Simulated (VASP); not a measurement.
# AlN (P6_3/mmc) in VASP: dielectric tensor with PBE

Aim: the dielectric tensor of AlN with PBE.

All numbers are computed with VASP 6.6.1; they aren't measurements. Logs are shortened: lines on timing, memory, paths and dates and some standing lists are left out, and cuts for length are marked.

### Step 1. The cell of the first run

It takes space group P6_3/mmc (No. 194, hexagonal). The conventional cell has a = 2.833 Å, b = 2.833 Å, c = 4.841 Å, α = 90.00°, β = 90.00°, γ = 120.00°. Al (site symmetry -3m) has 6 N at 2.03 Å and 2 Al at 2.42 Å within 2.7 Å. Within 2.7 Å of N (site symmetry -6m2) lie 6 Al at 2.03 Å.

### Step 2. Dielectric tensor, PBE

Contents of INCAR:

```
  PREC = Accurate
  ENCUT = 520
  EDIFF = 1E-8
  ISMEAR = 0
  SIGMA = 0.01
  LREAL = False
  LASPH = True
  NELM = 80
  ALGO = Normal
  ISIF = 2
  LWAVE = False
  LCHARG = False
  GGA = PE
  LEPSILON = True
```

Contents of KPOINTS:

```
regular mesh
0
Gamma
  9 9 4
```

Contents of POSCAR:

```
AlN
1.0
    2.8328531496      0.0000000000      0.0000000000
   -1.4164265748      2.4533227928      0.0000000000
    0.0000000000      0.0000000000      4.8410108813
Al N
2 2
Direct
    0.0000000000      0.0000000000      0.0000000000
    0.0000000000      0.0000000000      0.5000000000
    0.3333333333      0.6666666667      0.2500000000
    0.6666666667      0.3333333333      0.7500000000
```

Potentials or basis: VASP PAW PBE potentials, release 64 (Al, N).

On the command line:

```
> cat potpaw_PBE.64/Al/POTCAR potpaw_PBE.64/N/POTCAR > POTCAR
> mpirun -np 1 vasp_std > vasp.out
```

OUTCAR:

```text
PREC = Accurate
   ENCUT = 520
   EDIFF = 1E-8
   ISMEAR = 0
   LREAL = False
   LASPH = True
   NELM = 80
   ISIF = 2
   GGA = PE
   LEPSILON = True

 ion  position               nearest neighbor table
   1  0.000  0.000  0.000-   3 2.03   4 2.03   4 2.03   3 2.03   4 2.03   3 2.03   2 2.42   2 2.42

   2  0.000  0.000  0.500-   3 2.03   4 2.03   4 2.03   3 2.03   4 2.03   3 2.03   1 2.42   1 2.42

   3  0.333  0.667  0.250-   1 2.03   2 2.03   1 2.03   2 2.03   1 2.03   2 2.03
   4  0.667  0.333  0.750-   1 2.03   2 2.03   1 2.03   2 2.03   1 2.03   2 2.03

  LATTYP: Found a hexagonal cell.
 ALAT       =     2.8328531496
 C/A-ratio  =     1.7088816912

  Lattice vectors:

 A1 = (   2.8328531496,   0.0000000000,   0.0000000000)
 A2 = (  -1.4164265748,   2.4533227928,   0.0000000000)
 A3 = (   0.0000000000,   0.0000000000,   4.8410108813)

Analysis of symmetry for initial positions (statically):
=====================================================================
 Subroutine PRICEL returns:
 Original cell was already a primitive cell.

 Routine SETGRP: Setting up the symmetry group for a
 hexagonal supercell.

 Subroutine GETGRP returns: Found 24 space group operations
 (whereof 12 operations were pure point group operations)
 out of a pool of 24 trial point group operations.

The static configuration has the point symmetry D_3d.
 The point group associated with its full space group is D_6h.

Analysis of symmetry for dynamics (positions and initial velocities):
=====================================================================
 Subroutine PRICEL returns:
 Original cell was already a primitive cell.

 Routine SETGRP: Setting up the symmetry group for a
 hexagonal supercell.

 Subroutine GETGRP returns: Found 24 space group operations
 (whereof 12 operations were pure point group operations)
 out of a pool of 24 trial point group operations.

The dynamic configuration has the point symmetry D_3d.
 The point group associated with its full space group is D_6h.

 Subroutine INISYM returns: Found 24 space group operations
 (whereof 12 operations are pure point group operations),
 and found     1 'primitive' translations

----------------------------------------------------------------------------------------

                                     Primitive cell

  volume of cell :      33.6446

  direct lattice vectors                    reciprocal lattice vectors
     2.832853150  0.000000000  0.000000000     0.353001002  0.203805223  0.000000000
    -1.416426575  2.453322793  0.000000000     0.000000000  0.407610447  0.000000000
     0.000000000  0.000000000  4.841010881     0.000000000  0.000000000  0.206568426

  length of vectors
     2.832853150  2.832853150  4.841010881     0.407610447  0.407610447  0.206568426

  position of ions in fractional coordinates (direct lattice)
     0.000000000  0.000000000  0.000000000
     0.000000000  0.000000000  0.500000000
     0.333333333  0.666666667  0.250000000
     0.666666667  0.333333333  0.750000000

  ion indices of the primitive-cell ions
   primitive index   ion index
                 1           1
                 2           2
                 3           3
                 4           4

----------------------------------------------------------------------------------------

 KPOINTS: regular mesh

Automatic generation of k-mesh.
 Grid dimensions read from file:
 generate k-points for:    9    9    4

 Generating k-lattice:

  Cartesian coordinates                     Fractional coordinates (reciprocal lattice)
     0.039222334  0.022645025  0.000000000     0.111111111 -0.000000000  0.000000000
     0.000000000  0.045290050  0.000000000     0.000000000  0.111111111  0.000000000
[... 100 lines left out ...]

 E-fermi :   9.9266     XC(G=0): -12.1773

 val. band max:        9.8001523948   @ k =   0.0000   0.0000   0.0000
 cond. band min:      14.8942552684   @ k =   0.4444   0.0000   0.2500
 fundamental gap:      5.0941028736
 Fermi energy:         9.9266414017

 k-point     1 :       0.0000    0.0000    0.0000
  band No.  band energies     occupation
      1      -7.7121      2.00000
      2      -4.7881      2.00000
      3       1.2055      2.00000
      4       8.9459      2.00000
      5       8.9459      2.00000
      6       9.2449      2.00000
      7       9.8002      2.00000
      8       9.8002      2.00000
      9      14.9796      0.00000
     10      16.1769      0.00000
     11      18.7835      0.00000
     12      22.2624      0.00000
[... 331 lines left out ...]
 k-point    24 :       0.3333    0.3333    0.2500
  band No.  band energies     occupation
      1      -3.6736      2.00000
      2      -3.6736      2.00000
      3       2.8556      2.00000
      4       3.9864      2.00000
      5       3.9864      2.00000
      6       4.5992      2.00000
      7       7.2600      2.00000
      8       7.2600      2.00000
      9      16.1788      0.00000
     10      17.5547      0.00000
     11      17.5547      0.00000
     12      20.2430      0.00000

 [... further k-points ...]

  FORCE on cell =-STRESS in cart. coord.  units (eV):
  Direction    XX          YY          ZZ          XY          YZ          ZX
  --------------------------------------------------------------------------------------
  -------------------------------------------------------------------------------------
  Total        1.1542130      1.1542130      1.4567303      0.0000000     -0.0000000      0.0000000
  in kB       54.9644321     54.9644321     69.3705160      0.0000000     -0.0000000      0.0000000
  external PRESSURE =      59.7664601 kB  Pullay stress =       0.0000000 kB

 VOLUME and BASIS-vectors are now :
 -----------------------------------------------------------------------------
  energy-cutoff  :      520.00
  volume of cell :       33.64
      direct lattice vectors                 reciprocal lattice vectors
     2.832853150  0.000000000  0.000000000     0.353001002  0.203805223  0.000000000
    -1.416426575  2.453322793  0.000000000     0.000000000  0.407610447  0.000000000
     0.000000000  0.000000000  4.841010881     0.000000000  0.000000000  0.206568426

 POSITION                                       TOTAL-FORCE (eV/Angst)
 -----------------------------------------------------------------------------------
      0.00000      0.00000      0.00000        -0.000000      0.000000      0.000000
      0.00000      0.00000      2.42051        -0.000000      0.000000      0.000000
     -0.00000      1.63555      1.21025        -0.000000     -0.000000      0.000000
      1.41643      0.81777      3.63076         0.000000      0.000000     -0.000000
 -----------------------------------------------------------------------------------
    total drift:                               -0.000000      0.000000     -0.000000

  FREE ENERGIE OF THE ION-ELECTRON SYSTEM (eV)
  ---------------------------------------------------
  free  energy   TOTEN  =       -28.4418512857 eV

  energy  without entropy=      -28.4418512857  energy(sigma->0) =      -28.44185129

 HEAD OF MICROSCOPIC STATIC DIELECTRIC TENSOR (INDEPENDENT PARTICLE, excluding Hartree and local field effects)
 ------------------------------------------------------
           5.312021    -0.000000     0.000000
           0.000000     5.312021     0.000000
           0.000000    -0.000000     5.534832
 ------------------------------------------------------

 Free energy of the ion-electron system (eV)
  ---------------------------------------------------
  ---------------------------------------------------
  free energy    TOTEN  =        -0.42314109 eV

  energy without entropy =       -0.42314109

------------------------ aborting loop because EDIFF is reached ----------------------------------------

--------------------------------------- Ionic step        2  -------------------------------------------

------------------------ aborting loop because EDIFF is reached ----------------------------------------

--------------------------------------- Ionic step        3  -------------------------------------------

 Free energy of the ion-electron system (eV)
  ---------------------------------------------------
  ---------------------------------------------------
  free energy    TOTEN  =        -0.44085023 eV

  energy without entropy =       -0.44085023

------------------------ aborting loop because EDIFF is reached ----------------------------------------

 PIEZOELECTRIC TENSOR FIELD DIRECTION 3  (e Angst)
 -----------------------------------------------------------------------------
    -0.00025  0.00000  0.00000           (  0.00000  0.00000  0.00000)
    -0.00000 -0.00025 -0.00000           ( -0.00000  0.00000 -0.00000)
    -0.00000  0.00000  0.00104           (  0.00000  0.00000  0.00000)

 PIEZOELECTRIC TENSOR FIELD DIRECTION 3  (C/m^2)
 -----------------------------------------------------------------------------
    -0.00012  0.00000  0.00000
    -0.00000 -0.00012 -0.00000
    -0.00000  0.00000  0.00049

 MACROSCOPIC STATIC DIELECTRIC TENSOR (including local field effects in DFT)
 ------------------------------------------------------
           5.187052    -0.000000    -0.000000
           0.000000     5.187052    -0.000000
           0.000000    -0.000000     5.351518
 ------------------------------------------------------

 PIEZOELECTRIC TENSOR (including local field effects)  for field in x, y, z        (e  Angst)
          XX          YY          ZZ          XY          YZ          ZX
  --------------------------------------------------------------------------------
  x     0.00000     0.00000     0.00000     0.00000     0.00000     0.00000
  y     0.00000     0.00000     0.00000     0.00000     0.00000     0.00000
  z     0.00000     0.00000     0.00000     0.00000     0.00000     0.00000

 PIEZOELECTRIC TENSOR (including local field effects)  for field in x, y, z        (C/m^2)
          XX          YY          ZZ          XY          YZ          ZX
  --------------------------------------------------------------------------------
  x     0.00000     0.00000     0.00000     0.00000     0.00000     0.00000
  y     0.00000     0.00000     0.00000     0.00000     0.00000     0.00000
  z     0.00000     0.00000     0.00000     0.00000     0.00000     0.00000

 BORN EFFECTIVE CHARGES (including local field effects) (in |e|, cummulative output)
 ---------------------------------------------------------------------------------
 ion    1
    1     2.91026     0.00000     0.00000
    2     0.00000     2.91026     0.00000
    3     0.00000     0.00000     2.96203
 ion    2
    1     2.91026     0.00000     0.00000
    2     0.00000     2.91026    -0.00000
    3     0.00000     0.00000     2.96203
 ion    3
    1    -2.91026     0.00000     0.00000
    2     0.00000    -2.91026     0.00000
    3    -0.00000     0.00000    -2.96203
 ion    4
    1    -2.91026     0.00000     0.00000
    2     0.00000    -2.91026     0.00000
    3    -0.00000     0.00000    -2.96203
```

Run time: 1.7 min. Hardware: 1 thread of Intel Xeon Platinum 8488C (Sapphire Rapids), shared host; peak memory 0.21 GiB.

What came out:

- Band gap on the k mesh: 5.09 eV, indirect (least direct gap 5.18 eV)
- Electronic dielectric tensor (diagonal): 5.19, 5.19, 5.35
- Born charges (mean of the diagonal): Al +2.93; N -2.93 e

Electronic dielectric tensor:
```
5.19 0.00 0.00
0.00 5.19 0.00
0.00 0.00 5.35
```

Born effective charge tensors (e):
atom 1, Al
```
2.91 0.00 0.00
0.00 2.91 0.00
0.00 0.00 2.96
```
atom 2, Al
```
2.91 0.00 0.00
0.00 2.91 0.00
0.00 0.00 2.96
```
atom 3, N
```
-2.91  0.00  0.00
 0.00 -2.91  0.00
 0.00  0.00 -2.96
```
atom 4, N
```
-2.91  0.00  0.00
 0.00 -2.91  0.00
 0.00  0.00 -2.96
```

A k mesh can miss the band edges.
